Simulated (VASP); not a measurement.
A run of VASP 6.6.1 is set up as follows.

Contents of INCAR:

```
SYSTEM = K2S
  PREC = Accurate
  ENCUT = 500
  EDIFF = 1E-6
  ISMEAR = 0
  SIGMA = 0.05
  LREAL = .False.
  LASPH = .True.
  NELM = 120
  ALGO = Normal
  ISIF = 2
  LWAVE = .False.
  LCHARG = .False.
  GGA = RE
  IVDW = 13
  NBANDS = 19
  GGA_COMPAT = .False.
```

File KPOINTS:

```
Automatic mesh
0
Gamma
  6 6 6
  0 0 0
```

POSCAR

```
K2S
1.0
    0.0000000000      3.7010469911      3.7010469911
    3.7010469911      0.0000000000      3.7010469911
    3.7010469911      3.7010469911      0.0000000000
K S
2 1
Direct
    0.2500000000      0.2500000000      0.2500000000
    0.7500000000      0.7500000000      0.7500000000
    0.0000000000      0.0000000000      0.0000000000
```

Potentials or basis: VASP PAW PBE potentials, release 64 (K_sv, S).

Command:

```sh
$ cat potpaw_PBE.64/K_sv/POTCAR potpaw_PBE.64/S/POTCAR > POTCAR
$ mpirun -np 1 vasp_std > vasp.out
```

Estimate the dispersion energy per atom.

-0.147 eV.

Predict the band gap on the k mesh.

2.62 eV (least direct gap 2.81 eV).

Predict the pressure.

0.8 GPa.

Caveat: the PAW data sets were made with another functional, which shifts forces and pressure a little. Expect the measured gap to be larger: semilocal functionals such as revPBE lack the derivative discontinuity.
